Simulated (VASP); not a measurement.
# SiC2 (P-3m1) in VASP: notebook, part 2 of 2

VASP 6.6.1. Earlier steps stand in the parts before.

**3. Relaxation of cell and atoms, PBE**

File INCAR:

```
ALGO     = Normal         # electronic algorithm
EDIFF    = 1E-7           # SCF threshold, eV
EDIFFG   = -0.04          # ionic threshold
ENCUT    = 910            # plane-wave cutoff, eV
GGA      = PE             # functional
GGA_COMPAT= F            
IBRION   = 2              # ionic algorithm
ISIF     = 3              # what is computed and relaxed
ISMEAR   = 0              # smearing method
LASPH    = T              # aspherical terms in the spheres
LCHARG   = F              # write CHGCAR
LREAL    = F              # projectors in reciprocal space
LWAVE    = F              # write WAVECAR
NELM     = 120            # most SCF steps
NELMIN   = 4            
NSW      = 90             # ionic steps
PREC     = Accurate       # precision mode
SIGMA    = 0.1            # smearing width, eV
```

File KPOINTS:

```
k-points
0
Gamma
  6 6 4
```

File POSCAR:

```
SiC2
1.0
    2.6798104000      0.0000000000      0.0000000000
   -1.3399052000      2.3207838900      0.0000000000
    0.0000000000      0.0000000000      6.5641681000
Si C
1 2
Direct
    0.0000000000      0.0000000000      0.0000000000
    0.3333333300      0.6666666700      0.6666666700
    0.6666666700      0.3333333300      0.3333333300
```

Potentials or basis: VASP PAW PBE potentials, release 64 (Si, C_h).

Command:

```
$ cat potpaw_PBE.64/Si/POTCAR potpaw_PBE.64/C_h/POTCAR > POTCAR
$ mpirun -np 1 vasp_std > vasp.out
```

OUTCAR:

```text
EDIFF = 1E-7
   EDIFFG = -0.04
   ENCUT = 910
   GGA = PE
   IBRION = 2
   ISIF = 3
   ISMEAR = 0
   LASPH = T
   LREAL = F
   NELM = 120
   NELMIN = 4
   NSW = 90
   PREC = Accurate

 ion  position               nearest neighbor table
   1  0.000  0.000  0.000-
   2  0.333  0.667  0.667-
   3  0.667  0.333  0.333-

  LATTYP: Found a hexagonal cell.
 ALAT       =     2.6798104000
 C/A-ratio  =     2.4494897475

  Lattice vectors:

 A1 = (   2.6798104000,   0.0000000000,   0.0000000000)
 A2 = (  -1.3399052000,   2.3207838900,   0.0000000000)
 A3 = (   0.0000000000,   0.0000000000,   6.5641681000)

Analysis of symmetry for initial positions (statically):
=====================================================================
 Subroutine PRICEL returns:
 Original cell was already a primitive cell.

 Routine SETGRP: Setting up the symmetry group for a
 hexagonal supercell.

 Subroutine GETGRP returns: Found 12 space group operations
 (whereof 12 operations were pure point group operations)
 out of a pool of 24 trial point group operations.

The static configuration has the point symmetry D_3d.

Analysis of symmetry for dynamics (positions and initial velocities):
[... 160 lines left out ...]
  free energy    TOTEN  =       -13.00608556 eV

  energy without entropy =      -12.99338149  energy(sigma->0) =      -12.99973353

------------------------ aborting loop because EDIFF is reached ----------------------------------------

  FORCE on cell =-STRESS in cart. coord.  units (eV):
  Direction    XX          YY          ZZ          XY          YZ          ZX
  --------------------------------------------------------------------------------------
  -------------------------------------------------------------------------------------
  Total       -4.0664132     -4.0664133     -7.4406580      0.0000000      0.0000000      0.0000000
  in kB     -159.5892486   -159.5892495   -292.0138578      0.0000000      0.0000000      0.0000000
  external PRESSURE =    -203.7307853 kB  Pullay stress =       0.0000000 kB
[... 723 lines left out ...]
 k-point    24 :       0.3333    0.3333    0.5000
  band No.  band energies     occupation
      1      -6.1455      2.00000
      2      -6.1455      2.00000
      3      -4.2356      2.00000
      4       3.6374      2.00000
      5       3.6374      2.00000
      6       5.6343      2.00000
      7       6.6089      0.17382
      8       6.6089      0.17382
      9      11.2829      0.00000
     10      13.9663      0.00000

[... ionic steps 4 to 61 ...]

--------------------------------------- Ionic step       62  -------------------------------------------

 number of electron      12.0000000 magnetization

------------------------ aborting loop because EDIFF is reached ----------------------------------------
[... 69 lines left out ...]
--------------------------------------- Ionic step       64  -------------------------------------------

 number of electron      12.0000000 magnetization

 Free energy of the ion-electron system (eV)
  ---------------------------------------------------
  ext. energy  EPLUGINS =         0.00000000
  ---------------------------------------------------
  free energy    TOTEN  =       -22.99465967 eV

  energy without entropy =      -22.98441263  energy(sigma->0) =      -22.98953615

 E-fermi :   4.6881     XC(G=0):  -9.4474

 val. band max:        4.6083806702   @ k =   0.0000   0.3333   0.2500
 cond. band min:       4.6914822607   @ k =   0.3333   0.3333   0.0000
 fundamental gap:      0.0831015905
 Fermi energy:         4.6880910341
[... 340 lines left out ...]
  FREE ENERGIE OF THE ION-ELECTRON SYSTEM (eV)
  ---------------------------------------------------
  free  energy   TOTEN  =       -22.9946596733 eV

  energy  without entropy=      -22.9844126341  energy(sigma->0) =      -22.98953615

 reached required accuracy - stopping structural energy minimisation
```

Wall time 19 min (1 thread of Intel Xeon Platinum 8259CL at 2.50GHz (Skylake/Cascade Lake), shared host); peak memory 0.27 GiB.

Results:

* Free energy: -22.9947 eV
* Relaxed volume: 13.59 Å³/atom
* Relaxed cell: a = 2.474 Å, b = 2.474 Å, c = 7.691 Å, α = 90.00°, β = 90.00°, γ = 120.00°
* Space group after relaxing (to 0.05 Å): P6/mmm (No. 191)
* Energy gained by relaxing: 3329.5 meV/atom
* Ionic steps: 64
* Pressure after relaxing: -0.2 GPa
* Largest force after relaxing: 0.013 eV/Å
* Band gap on the k mesh: zero (band 6 reaches 4.74 eV, above the bottom of band 7 at 4.69 eV)

Forces in eV/Å, atoms in the order of the input:
```
Si   0.000  0.000  0.000
C    0.000  0.000  0.013
C    0.000  0.000 -0.013
```

The path:
```
step  energy change (eV)  largest force (eV/Å)  pressure (GPa)  volume (Å³)
   1              0.0000                0.1816          -20.37        40.82
   3             -1.6159                0.3626            3.18        26.85
   5             -1.6471                0.2460            9.24        25.91
   7              3.0132                6.8994          376.77        14.23
   9             -3.1132                4.8754          124.36        18.28
  11             -3.5007                3.7605           82.89        19.51
  13             -3.9171                3.1801          103.87        18.87
  15             -5.2140                0.8293           39.25        21.47
  17             -5.4938                0.4590           -0.18        24.44
  19             -5.5016                0.3570            4.23        23.98
  21             -5.5394                0.0992            0.99        24.28
  23             -5.5480                0.1783           -0.86        24.47
  25             -5.5542                0.2883            0.07        24.34
  27             -5.5567                0.7599            4.69        23.73
  29             -5.5615                0.5229            2.24        24.03
  31             -5.5647                0.5123            2.34        24.00
  33             -5.5808                0.5677            3.29        23.87
  35             -5.7347                0.7986            9.78        23.31
  37             -6.9261                0.0203          102.12        20.56
  39             -7.0764                0.1426           84.56        20.94
  41             -7.4662                0.0193           70.44        21.65
  43             -8.5441                0.5554          -16.25        29.60
  45             -8.7577                0.5019           -5.44        28.17
  47             -9.4379                0.2106           24.57        29.13
  49             -9.8518                0.6152            9.11        34.25
  51             -9.9000                1.5184            1.73        38.16
  53             -9.9795                0.1229           -1.81        39.85
  55             -9.9848                0.0933            0.45        39.67
  57             -9.9854                0.0394            0.43        39.73
  59             -9.9865                0.0911            0.44        39.98
  61             -9.9865                0.1077           -1.40        40.97
  63             -9.9878                0.0781           -0.44        40.55
  64             -9.9886                0.0131           -0.24        40.77
```

Final structure:
```yaml
crystal:
  lattice:
    - [2.47400, 0.00000, 0.00000]
    - [-1.23700, 2.14255, 0.00000]
    - [0.00000, 0.00000, 7.69133]
  atoms:
    - { symbol: Si, position: [0.00000, 0.00000, 0.00000] }
    - { symbol: C, position: [0.33333, 0.66667, 0.49995] }
    - { symbol: C, position: [0.66667, 0.33333, 0.50005] }
```

Levels at points of the mesh, in eV from the Fermi level:
```
           k point  band 2  band 3  band 4  band 5  band 6  band 7  band 8  band 9  band 10
(0.00, 0.00, 0.00)  -12.21   -7.63   -3.21   -3.07   -3.07    3.06    8.24    8.24     9.99
(0.50, 0.00, 0.00)  -13.19   -6.41   -4.99   -4.04   -2.34    1.46    3.54    5.27     7.28
(0.00, 0.00, 0.50)  -12.22   -7.51   -3.55   -3.07   -3.07    4.58    6.73    8.24     8.24
(0.50, 0.00, 0.50)  -13.19   -6.41   -5.00   -4.05   -2.30    1.70    3.16    5.04     7.28
```

Caveat: the k points lie up to 0.49 Å⁻¹ apart in the final cell; the cutoff is under 1.25 times the usual one of these potentials, so pressure, stress and relaxed cells hold a basis-set (Pulay) error.
